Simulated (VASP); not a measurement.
Si2W: single point with PBEsol

The system is Si2W.

```
CELL_PARAMETERS angstrom
-0.00002 -3.20297 -0.00002
-3.20317 -0.00002 0.00001
0.00001 -0.00005 -7.81429
ATOMIC_POSITIONS crystal
Si 0.50000 0.50002 0.16548
Si 0.00002 0.99995 0.66546
Si 0.50000 0.50001 0.83453
Si 0.00001 0.00000 0.33452
W 0.00000 0.00000 0.00001
W 0.49998 0.50001 0.50000
```

* Program: VASP 6.6.1
* Task: single point
* Functional: PBEsol
* Potentials or basis: VASP PAW PBE potentials, release 64 (Si, W_sv)
* Cutoff: 520 eV
* k mesh: 10 × 10 × 6
* Occupations: gaussian, width 0.15 eV
* Spin: no spin polarisation

```
Pressure               : 0.3 GPa
Largest force          : 0.004 eV/Å
Band gap on the k mesh : zero (band 22 reaches 12.75 eV, above the bottom of band 23 at 11.41 eV)
```

Forces on the atoms (eV/Å):
```
Si   0.000  0.000 -0.002
Si  -0.002  0.001 -0.004
Si   0.001  0.000  0.002
Si   0.000  0.001  0.002
W    0.000  0.000  0.001
W    0.001 -0.001  0.001
```

Levels at points of the mesh, in eV from the Fermi level:
```csv
k point,band 20,band 21,band 22,band 23,band 24,band 25
"(0.00, 0.00, 0.00)",-0.82,-0.51,-0.51,0.63,0.81,2.82
"(0.50, 0.00, 0.00)",-2.66,-0.70,-0.70,2.12,2.13,2.98
"(0.00, 0.50, 0.00)",-2.66,-0.70,-0.70,2.12,2.12,2.98
"(0.50, 0.50, 0.00)",-3.30,-1.74,-1.74,2.84,2.84,3.00
"(0.00, 0.00, 0.50)",-2.29,0.72,0.72,1.59,1.59,1.60
"(0.50, 0.00, 0.50)",-2.81,-0.45,-0.45,2.73,2.73,2.82
"(0.00, 0.50, 0.50)",-2.81,-0.45,-0.45,2.73,2.73,2.82
"(0.50, 0.50, 0.50)",-2.44,-2.44,-2.44,0.10,0.10,3.00
```

Run time: 27 min on 1 thread of Oxide Virtual Turin-like Processor, on a shared host, peak memory 0.61 GiB.

Caveat: the PAW data sets were made with another functional, which shifts forces and pressure a little; spin-orbit coupling is left out, which moves the levels of the heavy elements.
